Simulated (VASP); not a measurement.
**AlN: single point with PBE**

AlN:

```xyz
4
Lattice="3.3135 0.0000 0.0000 -1.6567 2.8696 0.0000 0.0000 0.0000 4.1876" Properties=species:S:1:pos:R:3 pbc="T T T"
Al    0.0000    1.9130    3.2366
Al    1.6567    0.9565    1.1428
N     0.0000    1.9130    0.8621
N     1.6567    0.9565    2.9559
```

| Property | Result |
| --- | --- |
| Program | VASP 6.6.1 |
| Task | single point |
| Functional | PBE |
| Potentials or basis | VASP PAW PBE potentials, release 64 (Al, N) |
| Cutoff | 520 eV |
| k mesh | 9 × 9 × 6 |
| Occupations | gaussian, width 0.05 eV |
| Spin | no spin polarisation |
| Dipole correction | no |
| Further INCAR settings | ALGO = Normal; EDIFF = 1e-06; NBANDS = 16 |

| Quantity | Value |
| --- | --- |
| Pressure | 7.3 GPa |
| Largest force | 1.536 eV/Å |
| Band gap on the k mesh | 3.59 eV, direct |

Forces on the atoms (eV/Å):
```
Al   0.000  0.000 -1.536
Al   0.000  0.000 -1.536
N    0.000  0.000  1.536
N    0.000  0.000  1.536
```

Stress tensor (GPa, compression positive):
```
-4.60  0.00  0.00
 0.00 -4.60  0.00
 0.00  0.00 31.24
```

Levels at points of the mesh, in eV from the valence-band top:
| k point | band 5 | band 6 | band 7 | band 8 | band 9 | band 10 | band 11 | band 12 |
| --- | --- | --- | --- | --- | --- | --- | --- | --- |
| (0.00, 0.00, 0.00) | -2.83 | -1.20 | -1.20 | 0.00 | 3.59 | 4.64 | 8.65 | 8.65 |
| (0.00, 0.00, 0.50) | -2.05 | -2.05 | -2.05 | -2.05 | 5.73 | 5.73 | 8.85 | 8.85 |

Run time: 21 s on 1 thread of Intel(R) Xeon(R) Platinum 8259CL CPU @ 2.50GHz (Skylake/Cascade Lake), with other jobs on the host, peak memory 0.16 GiB.

Caveat: forces of over 1 eV/Å act on the atoms, so gaps and moduli don't describe the material at rest. PBE gaps usually lie below the measured ones, often by a third to a half.
